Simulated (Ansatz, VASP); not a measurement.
**One calculation of CeO2, two programs**

```xyz
3
Lattice="0.0000 2.7186 2.7186 2.7186 0.0000 2.7186 2.7186 2.7186 0.0000" Properties=species:S:1:pos:R:3 pbc="T T T"
Ce    0.0000    0.0000    0.0000
O     1.3593    1.3593    1.3593
O     4.0780    4.0780    4.0780
```

Alike in both runs: task single point; functional r2SCANh; k mesh 6 × 6 × 6; no spin polarisation.

|  | VASP | Ansatz |
| --- | --- | --- |
| version | VASP 6.6.1 | Ansatz 0.2.0 |
| potentials or method | VASP PAW PBE potentials, release 64 (Ce, O) | plane waves, PAW |
| plane-wave cutoff (eV) | 800 | 500 |
| occupations | gaussian, width 0.01 eV | fixed |
| valence electrons in the cell | 24 | 24 |

```csv
,VASP,Ansatz,Ansatz less VASP
gap on the k mesh at the Fermi level (eV),3.17,3.21,+0.043
pressure (GPa),-2.4,-2.4,+0.04
```

VASP's potentials were made for PBE, not for r2SCANh. Ansatz's warnings: metallic iterate, stress exchange threshold loose, stress scf threshold loose.

Spin-orbit coupling is off throughout.
